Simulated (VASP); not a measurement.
**LuF4: single point with PBE**

LuF4:

```xyz
5
Lattice="3.9863 0.0000 0.0000 0.0000 3.9863 0.0000 0.0000 0.0000 3.9863" Properties=species:S:1:pos:R:3 pbc="T T T"
Lu    0.0000    0.0000    0.0000
F     1.9931    1.9931    1.9931
F     0.0000    1.9931    1.9931
F     1.9931    0.0000    1.9931
F     1.9931    1.9931    0.0000
```

The cell was built from a structure type or drawn by symmetry, and may not be a known phase.

* Program: VASP 6.6.1
* Task: single point
* Functional: PBE
* Potentials or basis: VASP PAW PBE potentials, release 64 (Lu, F)
* Cutoff: 520 eV
* k mesh: 4 × 4 × 4
* Occupations: gaussian, width 0.1 eV
* Spin: no spin polarisation
* Dipole correction: no
* Further INCAR settings: ALGO = Normal; EDIFF = 1e-06; NBANDS = 34

| Property | Result |
| --- | --- |
| Pressure | -0.3 GPa |
| Band gap on the k mesh | zero (an odd number of electrons rules out a gap without spin polarisation) |

Levels at points of the mesh, in eV from the Fermi level:
```
           k point  band 23  band 24  band 25  band 26  band 27  band 28  band 29  band 30
(0.00, 0.00, 0.00)    -4.57    -4.57    -0.79    -0.05    -0.05     0.07     0.07     0.07
(0.50, 0.00, 0.00)    -4.89    -4.06    -2.36     0.04     0.04     0.84     1.14     1.95
(0.50, 0.50, 0.00)    -4.35    -3.80    -2.55    -2.55     0.02     1.54     1.64     2.62
(0.50, 0.50, 0.50)    -3.79    -3.79    -2.89    -2.89    -2.89     1.38     1.38     1.38
```

Wall time 28 s on 1 thread of Intel(R) Xeon(R) Platinum 8259CL CPU @ 2.50GHz (Skylake/Cascade Lake), with other jobs on the host, peak memory 0.18 GiB.

Caveat: the k points lie up to 0.39 Å⁻¹ apart, too coarse for converged energies and pressures of a metal; spin-orbit coupling is left out, which moves the levels of the heavy elements; an odd number of electrons without spin polarisation forces a metal; a magnetic or distorted state may lie lower.
